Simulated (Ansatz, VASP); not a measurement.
**W in VASP and in Ansatz**

Contents of POSCAR:

```
W
1.0
    0.0000000000      0.0000000000      3.2143264600
    3.2143264600      0.0000000000      0.0000000000
    0.0000000000      3.2143264600      0.0000000000
W
2
Direct
    0.0000000000      0.0000000000      0.0000000000
    0.5000000000      0.5000000000      0.5000000000
```

File INCAR.step1:

```
PREC = Accurate
ENCUT = 550
ISMEAR = 0
SIGMA = 0.2686
LREAL = F
LASPH = T
NELM = 120
NBANDS = 21
GGA = PE
ALGO = Normal
EDIFF = 1E-5
LWAVE = T
LCHARG = F
GGA_COMPAT = F
```

INCAR.step2

```
PREC = Accurate
ENCUT = 550
EDIFF = 1E-6
ISMEAR = 0
SIGMA = 0.2686
LREAL = F
LASPH = T
NELM = 120
ALGO = Normal
ISIF = 2
LWAVE = F
LCHARG = T
METAGGA = R2SCAN
LMIXTAU = T
LELF = T
LVHAR = T
NBANDS = 21
ISTART = 1
GGA_COMPAT = F
```

The input KPOINTS:

```
regular mesh
0
Gamma
  10 10 10
```

Input for Ansatz:

```yaml
crystal:
  lattice:
    - [0.0, 0.0, 3.21432646]
    - [3.21432646, 0.0, 0.0]
    - [0.0, 3.21432646, 0.0]
  atoms:
    - { symbol: W, position: [0.0, 0.0, 0.0] }
    - { symbol: W, position: [0.5, 0.5, 0.5] }
  symmetry: { tolerance: 0.0003 }
kpoints:
  mp_grid: { grid: [10, 10, 10], shift: [0, 0, 0] }
  band_path:
    path:
      - [0.0, 0.0, 0.0]
      - [0.0, 0.0, 1.0]
      - [0.0, 0.5, 0.5]
      - [0.0, 0.0, 0.0]
      - [0.5, 0.5, 0.5]
      - [0.0, 0.0, 1.0]
      - [0.5, 0.5, 0.5]
      - [0.0, 0.5, 0.5]
    npoints: 8
magnetization:
  spin_polarized: false
scf:
  occupations: { method: gaussian, width: 0.2686 }
  lower_state_search: "off"
  max_iter: 200
hamiltonian:
  pseudopotentials: { kind: paw }
  xc: r2scan
basis:
  ecutwfc: 500
  fft_grid_basis: typed
output:
  forces: true
  stress: true
  eigenvalues: true
  bader: true
  populations: true
  elf: true
  write_potential: true
  volumetric_format: npy
  dos:
    e_range: [-12, 8]
    de: 0.05
    projected: { site_lists: { W: [W] } }
checkpoint:
  read: saved_state
```

Alike in both runs: task single point; functional r2SCAN; k mesh 10 × 10 × 10; occupations gaussian, width 0.2686 eV; no spin polarisation.

```csv
,VASP,Ansatz
version,VASP 6.6.1,Ansatz 0.2.0
potentials or method,"VASP PAW PBE potentials, release 64 (W_sv), cutoff 550 eV",PAW plane waves
valence electrons in the cell,28,28
```

```csv
,VASP,Ansatz,Ansatz less VASP
pressure (GPa),-11.5,-12.6,-1.02
```

VASP's potentials were made for PBE, not for r2SCAN.

Spin-orbit coupling is off throughout.
